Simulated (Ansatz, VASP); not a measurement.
**Two plane-wave programs on Cd**

```
CELL_PARAMETERS angstrom
0.00000 2.68886 2.68886
2.68886 0.00000 2.68886
2.68886 2.68886 0.00000
ATOMIC_POSITIONS crystal
Cd 0.87500 0.87500 0.87500
Cd 0.12500 0.12500 0.12500
```

Change from the starting cell: volume scaled by 0.52, norm-conserving files.

Alike in both runs: task single point; functional PBE; k mesh 12 × 12 × 12; occupations fermi-dirac, width 0.08 eV; no spin polarisation.

|  | VASP | Ansatz |
| --- | --- | --- |
| version | VASP 6.6.1 | Ansatz 0.2.0 |
| potentials or method | VASP PAW PBE potentials, release 64 (Cd) | scalar-relativistic |
| plane-wave cutoff (eV) | 520 | 1071 |
| valence electrons in the cell | 24 | 40 |

|  | VASP | Ansatz | Ansatz less VASP |
| --- | --- | --- | --- |
| pressure (GPa) | 66.1 | 63.4 | -2.71 |

Both programs put the cell under a high pressure, so it lies far from rest at this level. With one functional, cell and mesh, what is left measures potentials, basis and numerics. VASP's potentials hold 24 valence electrons a cell and Ansatz's 40, so a difference there can come from the potentials and not from the codes.

Noted on VASP's run: the cell as given lies far from equilibrium.
